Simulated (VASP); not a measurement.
# Be (P6/mmm) in VASP: single point with PBEsol

Aim: the single point of Be with PBEsol.

All numbers are computed with VASP 6.6.1; they aren't measurements. Logs are shortened: lines on timing, memory, paths and dates and some standing lists are left out, and cuts for length are marked.

## 1. The cell of the first run

The structure is hexagonal, space group P6/mmm (No. 191). The conventional cell has a = 3.278 Å, b = 3.278 Å, c = 3.143 Å, α = 90.00°, β = 90.00°, γ = 120.00°. Within 4.1 Å of Be (site symmetry 6/mmm) lie 8 Be at 3.14 to 3.28 Å.

## 2. Single point, PBEsol

Contents of INCAR:

```
ALGO = Normal
EDIFF = 1E-6
ENCUT = 600
GGA = PS
GGA_COMPAT = False
ISIF = 2
ISMEAR = -1
LASPH = True
LCHARG = False
LREAL = False
LWAVE = False
NBANDS = 7
NELM = 120
PREC = Accurate
SIGMA = 0.1
```

Contents of KPOINTS:

```
k-points
0
Gamma
  10 10 9
```

Contents of POSCAR:

```
Be
1.0
    3.2782370000      0.0000000000      0.0000000000
   -1.6391180000      2.8390360000      0.0000000000
    0.0000000000      0.0000000000      3.1429130000
Be
1
Direct
    0.6666666667      0.3333333333      0.5000000000
```

Potentials or basis: VASP PAW PBE potentials, release 64 (Be).

Command:

```
> cat potpaw_PBE.64/Be/POTCAR > POTCAR
> mpirun -np 1 vasp_std > vasp.out
```

OUTCAR:

```text
EDIFF = 1E-6
   ENCUT = 600
   GGA = PS
   ISIF = 2
   ISMEAR = -1
   LASPH = True
   LREAL = False
   NELM = 120
   PREC = Accurate

 ion  position               nearest neighbor table
   1  0.667  0.333  0.500-

  LATTYP: Found a hexagonal cell.
 ALAT       =     3.2782370000
 C/A-ratio  =     0.9587204952

  Lattice vectors:

 A1 = (   3.2782370000,   0.0000000000,   0.0000000000)
 A2 = (  -1.6391180000,   2.8390360000,   0.0000000000)
 A3 = (   0.0000000000,   0.0000000000,   3.1429130000)

Analysis of symmetry for initial positions (statically):
=====================================================================
 Subroutine PRICEL returns:
 Original cell was already a primitive cell.

 Routine SETGRP: Setting up the symmetry group for a
 hexagonal supercell.

 Subroutine GETGRP returns: Found 24 space group operations
 (whereof 12 operations were pure point group operations)
 out of a pool of 24 trial point group operations.

The static configuration has the point symmetry D_3h.
 The point group associated with its full space group is D_6h.

Analysis of symmetry for dynamics (positions and initial velocities):
=====================================================================
 Subroutine PRICEL returns:
 Original cell was already a primitive cell.

 Routine SETGRP: Setting up the symmetry group for a
 hexagonal supercell.

 Subroutine GETGRP returns: Found 24 space group operations
 (whereof 12 operations were pure point group operations)
 out of a pool of 24 trial point group operations.

The dynamic configuration has the point symmetry D_3h.
 The point group associated with its full space group is D_6h.

 Subroutine INISYM returns: Found 24 space group operations
 (whereof 12 operations are pure point group operations),
 and found     1 'primitive' translations

----------------------------------------------------------------------------------------

                                     Primitive cell

  volume of cell :      29.2512

  direct lattice vectors                    reciprocal lattice vectors
     3.278237000  0.000000000  0.000000000     0.305042009  0.176116065  0.000000000
    -1.639118000  2.839036000  0.000000000     0.000000000  0.352232237  0.000000000
     0.000000000  0.000000000  3.142913000     0.000000000  0.000000000  0.318176163

  length of vectors
     3.278237000  3.278236298  3.142913000     0.352232161  0.352232237  0.318176163

  position of ions in fractional coordinates (direct lattice)
     0.666666667  0.333333333  0.500000000

  ion indices of the primitive-cell ions
   primitive index   ion index
                 1           1

----------------------------------------------------------------------------------------

 KPOINTS: k-points

Automatic generation of k-mesh.
 Grid dimensions read from file:
 generate k-points for:   10   10    9

 Generating k-lattice:

  Cartesian coordinates                     Fractional coordinates (reciprocal lattice)
     0.030504201  0.017611606  0.000000000     0.100000000  0.000000000  0.000000000
     0.000000000  0.035223224  0.000000000     0.000000000  0.100000000  0.000000000
     0.000000000  0.000000000  0.035352907     0.000000000  0.000000000  0.111111111

  Length of vectors
     0.035223216  0.035223224  0.035352907

  Shift w.r.t. Gamma in fractional coordinates (k-lattice)
     0.000000000  0.000000000  0.000000000

 Subroutine IBZKPT returns following result:
 ===========================================

 Found     70 irreducible k-points:

 Following reciprocal coordinates:
            Coordinates               Weight
  0.000000  0.000000  0.000000      1.000000
  0.100000  0.000000  0.000000      6.000000
  0.200000  0.000000  0.000000      6.000000
  0.300000 -0.000000  0.000000      6.000000
  0.400000 -0.000000  0.000000      6.000000
  0.500000  0.000000  0.000000      3.000000
[... 16 lines left out ...]
  0.300000  0.100000  0.111111     24.000000
  0.400000  0.100000  0.111111     24.000000
 [... further k-points ...]
   k-points           NKPTS =     70   k-points in BZ     NKDIM =     70   number of bands    NBANDS=      7
   number of dos      NEDOS =    301   number of ions     NIONS =      1
   total plane-waves  NPLWV =  21952
   dimension x,y,z NGX =    28 NGY =   28 NGZ =   28
   dimension x,y,z NGXF=    56 NGYF=   56 NGZF=   56
   ions per type =               1
   NGX,Y,Z   is equivalent  to a cutoff of  14.20, 14.20, 14.81 a.u.
   NGXF,Y,Z  is equivalent  to a cutoff of  28.40, 28.40, 29.62 a.u.
 SYSTEM =  unknown system
   PREC   = accura    normal or accurate (medium, high low for compatibility)
   ISTART =      0    job   : 0-new  1-cont  2-samecut
   ICHARG =      2    charge: 1-file 2-atom 10-const
   ISPIN  =      1    spin polarized calculation?
   LNONCOLLINEAR =      F non collinear calculations
   LSORBIT =      F    spin-orbit coupling
   LASPH  =      T    aspherical Exc in radial PAW
   ENCUT  =  600.0 eV  44.10 Ry    6.64 a.u.   6.55  6.55  6.28*2*pi/ulx,y,z
   NELM   =    120;   NELMIN=  2; NELMDL= -5     # of ELM steps
   EDIFF  = 0.1E-05   stopping-criterion for ELM
   LREAL  =      F    real-space projection
   EDIFFG = 0.1E-04   stopping-criterion for IOM
   NSW    =      0    number of steps for IOM
   IBRION =     -1    ionic relax: 0-MD 1-quasi-New 2-CG
   NFREE  =      0    steps in history (QN), initial steepest desc. (CG)
   ISIF   =      2    stress and relaxation
   ISYM   =      2    0-nonsym 1-usesym 2-fastsym
   POTIM  = 0.5000    time-step for ionic-motion
   TEBEG  =    0.0;   TEEND  =   0.0 temperature during run
   PSTRESS=    0.0 pullay stress
   NELECT =       2.0000    total number of electrons
   NUPDOWN=      -1.0000    fix difference up-down
   EMIN   =  10.00;   EMAX   =-10.00  energy-range for DOS
   EFERMI =   0.00;   METHOD = LEGACY
   ISMEAR =    -1;   SIGMA  =   0.10  broadening in eV -4-tet -1-fermi 0-gaus
   EFERMI_NEDOS =   21; number of points for ismear=-14 and -15
   IALGO  =     38    algorithm
   IMIX   =      4    mixing-type and parameters
     AMIX     =   0.40;   BMIX     =  1.00
     AMIX_MAG =   1.60;   BMIX_MAG =  1.00
  volume/ion in A,a.u.               =      29.25       197.40
  Fermi-wavevector in a.u.,A,eV,Ry     =   0.669428  1.265035  6.097224  0.448133
  Thomas-Fermi vector in A             =   1.744640
   LORBIT       =      0    0 simple, 1 ext, 2 COOP (PROOUT), +10 PAW based schemes
   GGA     = PS    functional components
   LHFCALC =     F    Hartree Fock is set to
   AEXX    =    0.0000 exact exchange contribution
   IVDW    =     0    specifies the selected vdW correction
   LEPSILON=     F    determine dielectric tensor
   LRPA    =     F    only Hartree local field effects (RPA)
 non-spin polarized calculation
  energy-cutoff  :      600.00
  volume of cell :       29.25
 maximum number of plane-waves:       992
 NGX is ok and might be reduce to    28
   NGX = 13   NGY = 13   NGZ = 13

 number of electron       2.0000000 magnetization

 Free energy of the ion-electron system (eV)
  ---------------------------------------------------
  ext. energy  EPLUGINS =         0.00000000
  ---------------------------------------------------
  free energy    TOTEN  =        -1.34330613 eV

  energy without entropy =       -1.32576905  energy(sigma->0) =       -1.33453759

 E-fermi :  -0.4792     XC(G=0):  -6.9497

 val. band max:       -0.5189279943   @ k =   0.4000   0.1000   0.1111
 cond. band min:      -0.4744118154   @ k =   0.5000   0.0000   0.3333
 fundamental gap:      0.0445161788
 Fermi energy:        -0.4792498966

 k-point     1 :       0.0000    0.0000    0.0000
  band No.  band energies     occupation
      1      -5.6067      2.00000
      2       5.4183      0.00000
      3       6.4305      0.00000
      4       6.4305      0.00000
      5      10.1620      0.00000
      6      13.4546      0.00000
      7      13.6600      0.00000

 k-point     2 :       0.1000    0.0000    0.0000
  band No.  band energies     occupation
      1      -5.4445      2.00000
      2       5.5352      0.00000
      3       5.6715      0.00000
      4       6.1665      0.00000
      5      10.4369      0.00000
      6      12.1574      0.00000
      7      13.7723      0.00000

 k-point     3 :       0.2000    0.0000    0.0000
  band No.  band energies     occupation
      1      -4.9586      2.00000
      2       3.9659      0.00000
      3       5.5922      0.00000
      4       5.8658      0.00000
      5      10.4462      0.00000
      6      11.3525      0.00000
      7      14.5242      0.00000

 k-point     4 :       0.3000   -0.0000    0.0000
  band No.  band energies     occupation
      1      -4.1524      2.00000
      2       1.9954      0.00000
      3       5.0267      0.00000
      4       6.3380      0.00000
      5       9.6833      0.00000
      6      11.9656      0.00000
      7      15.1502      0.00000

 k-point     5 :       0.4000   -0.0000    0.0000
  band No.  band energies     occupation
      1      -3.0340      2.00000
      2       0.0939      0.00647
      3       4.6419      0.00000
      4       6.7959      0.00000
      5       9.2085      0.00000
      6      12.7935      0.00000
      7      15.0041      0.00000

 k-point     6 :       0.5000    0.0000    0.0000
  band No.  band energies     occupation
      1      -1.7412      1.99999
      2      -1.4711      1.99990
      3       4.5075      0.00000
      4       6.9969      0.00000
      5       9.0537      0.00000
      6      13.3864      0.00000
      7      14.5385      0.00000

 k-point     7 :       0.1000    0.1000    0.0000
  band No.  band energies     occupation
      1      -5.1204      2.00000
      2       4.6574      0.00000
      3       5.4616      0.00000
      4       5.7593      0.00000
      5      10.8686      0.00000
      6      11.4569      0.00000
      7      13.6917      0.00000

 k-point     8 :       0.2000    0.1000    0.0000
  band No.  band energies     occupation
      1      -4.4743      2.00000
      2       3.0202      0.00000
      3       4.5503      0.00000
      4       6.1638      0.00000
      5      10.8029      0.00000
      6      11.6645      0.00000
      7      14.2754      0.00000

 k-point     9 :       0.3000    0.1000    0.0000
  band No.  band energies     occupation
      1      -3.5115      2.00000
      2       1.1229      0.00000
      3       3.9468      0.00000
      4       6.6398      0.00000
      5      10.3600      0.00000
      6      12.4566      0.00000
      7      14.9290      0.00000

 k-point    10 :       0.4000    0.1000    0.0000
  band No.  band energies     occupation
      1      -2.2485      2.00000
      2      -0.6624      1.72393
      3       3.6456      0.00000
      4       6.9868      0.00000
      5      10.1172      0.00000
      6      13.2590      0.00000
      7      14.7252      0.00000

 k-point    11 :       0.2000    0.2000    0.0000
  band No.  band energies     occupation
      1      -3.6714      2.00000
      2       2.0531      0.00000
      3       2.9418      0.00000
      4       6.5802      0.00000
      5      11.7087      0.00000
      6      12.2976      0.00000
      7      14.1814      0.00000
[... 51 lines left out ...]
 k-point    17 :       0.2000    0.0000    0.1111
  band No.  band energies     occupation
      1      -4.7985      2.00000
      2       3.9235      0.00000
      3       4.9829      0.00000
      4       5.6981      0.00000
      5      10.8377      0.00000
      6      12.0246      0.00000
      7      14.3468      0.00000

 k-point    18 :       0.3000   -0.0000    0.1111
  band No.  band energies     occupation
      1      -3.9945      2.00000
      2       2.1007      0.00000
      3       5.1380      0.00000
      4       5.4163      0.00000
      5       9.9591      0.00000
      6      11.9734      0.00000
      7      14.7648      0.00000

 k-point    19 :       0.4000   -0.0000    0.1111
  band No.  band energies     occupation
      1      -2.8800      2.00000
      2       0.2298      0.00166
      3       4.7562      0.00000
      4       5.9794      0.00000
      5       9.4720      0.00000
      6      11.4965      0.00000
      7      15.0026      0.00000

 k-point    20 :       0.5000    0.0000    0.1111
  band No.  band energies     occupation
      1      -1.5995      1.99997
      2      -1.3170      1.99954
      3       4.6226      0.00000
      4       6.2517      0.00000
      5       9.3171      0.00000
      6      11.1787      0.00000
      7      15.1963      0.00000

 k-point    21 :       0.1000    0.1000    0.1111
  band No.  band energies     occupation
      1      -4.9599      2.00000
      2       4.3179      0.00000
      3       5.1517      0.00000
      4       5.5733      0.00000
      5      11.6078      0.00000
      6      11.9133      0.00000
      7      13.6516      0.00000

 k-point    22 :       0.2000    0.1000    0.1111
  band No.  band energies     occupation
      1      -4.3154      2.00000
      2       3.0832      0.00000
      3       4.6457      0.00000
      4       5.2841      0.00000
      5      11.0272      0.00000
      6      12.0684      0.00000
      7      14.2138      0.00000

 k-point    23 :       0.3000    0.1000    0.1111
  band No.  band energies     occupation
      1      -3.3557      2.00000
      2       1.2461      0.00000
      3       4.0570      0.00000
      4       5.8221      0.00000
      5      10.5588      0.00000
      6      11.8105      0.00000
      7      14.8173      0.00000

 k-point    24 :       0.4000    0.1000    0.1111
  band No.  band energies     occupation
      1      -2.0985      2.00000
      2      -0.5189      1.19583
      3       3.7618      0.00000
      4       6.2768      0.00000
      5      10.3085      0.00000
      6      11.3718      0.00000
      7      15.0416      0.00000

 [... further k-points ...]
[... 5 lines left out ...]
  --------------------------------------------------------------------------------------
  -------------------------------------------------------------------------------------
  Total       -2.3303709     -2.3303700     -1.9853782     -0.0000004     -0.0000000      0.0000000
  in kB     -127.6415363   -127.6414894   -108.7452336     -0.0000225     -0.0000000      0.0000000
  external PRESSURE =    -121.3427531 kB  Pullay stress =       0.0000000 kB

 VOLUME and BASIS-vectors are now :
 -----------------------------------------------------------------------------
  energy-cutoff  :      600.00
  volume of cell :       29.25
      direct lattice vectors                 reciprocal lattice vectors
     3.278237000  0.000000000  0.000000000     0.305042009  0.176116065  0.000000000
    -1.639118000  2.839036000  0.000000000     0.000000000  0.352232237  0.000000000
     0.000000000  0.000000000  3.142913000     0.000000000  0.000000000  0.318176163

 POSITION                                       TOTAL-FORCE (eV/Angst)
 -----------------------------------------------------------------------------------
      1.63912      0.94635      1.57146        -0.000000      0.000000      0.000000
 -----------------------------------------------------------------------------------
    total drift:                               -0.000000      0.000000     -0.000000

  FREE ENERGIE OF THE ION-ELECTRON SYSTEM (eV)
  ---------------------------------------------------
  free  energy   TOTEN  =        -1.3433061327 eV

  energy  without entropy=       -1.3257690473  energy(sigma->0) =       -1.33453759
```

It took 9.7 s on 1 thread of Intel Xeon Platinum 8488C (Sapphire Rapids), shared host; peak memory 0.15 GiB.

Results:

```yaml
Free_energy: -1.3433 eV
Pressure: -12.1 GPa
Band_gap_on_the_k_mesh: zero (band 1 reaches 0.82 eV, above the bottom of band 2 at -1.47 eV)
```

Caveat: the PAW data sets were made with another functional, which shifts forces and pressure a little.
